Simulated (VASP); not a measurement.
Set up this calculation in VASP 6.6.1, as the native input.

```yaml
Task: single point
Functional: LDA
Potentials_or_basis: VASP PAW LDA potentials, release 64 (Al, O)
Cutoff: 520 eV
k_mesh: 6 × 6 × 6
Occupations: gaussian, width 0.02 eV
Spin: no spin polarisation
Dipole_correction: no
Further_INCAR_settings: ALGO = Normal; EDIFF = 1e-07; NBANDS = 35
```

The structure of Al2O3 lies in POSCAR:

```
Al2O3
1.0
    2.3643538321      1.3650603214      4.2965513472
   -2.3643538321      1.3650603214      4.2965513472
    0.0000000000     -2.7301206429      4.2965513472
Al O
4 6
Direct
    0.3519823809      0.3519823809      0.3519823809
    0.1480176191      0.1480176191      0.1480176191
    0.6480176191      0.6480176191      0.6480176191
    0.8519823809      0.8519823809      0.8519823809
    0.5558334230      0.9441665770      0.2500000000
    0.2500000000      0.5558334230      0.9441665770
    0.9441665770      0.2500000000      0.5558334230
    0.4441665770      0.0558334230      0.7500000000
    0.7500000000      0.4441665770      0.0558334230
    0.0558334230      0.7500000000      0.4441665770
```

One way to write it, as run:

INCAR

```
SYSTEM = Al2O3
PREC = Accurate
ENCUT = 520
EDIFF = 1E-7
ISMEAR = 0
SIGMA = 0.02
LREAL = .FALSE.
LASPH = .TRUE.
NELM = 60
ALGO = Normal
ISIF = 2
LWAVE = .FALSE.
LCHARG = .TRUE.
LELF = .TRUE.
LVHAR = .TRUE.
NBANDS = 35
```

KPOINTS

```
Automatic mesh
0
G
  6 6 6
  0 0 0
```

Potentials or basis: VASP PAW LDA potentials, release 64 (Al, O).

The run is started by

```bash
$ cat potpaw_LDA.64/Al/POTCAR potpaw_LDA.64/O/POTCAR > POTCAR
$ mpirun -np 1 vasp_std > vasp.out
```

It gave:

| Property | Result |
| --- | --- |
| Pressure | 1.0 GPa |
| Largest force | 0.004 eV/Å |
| Band gap on the k mesh | 6.45 eV |

Wall time 97 s on 1 thread of Intel(R) Xeon(R) Platinum 8259CL CPU @ 2.50GHz (Skylake/Cascade Lake), with other jobs on the host, peak memory 0.22 GiB.
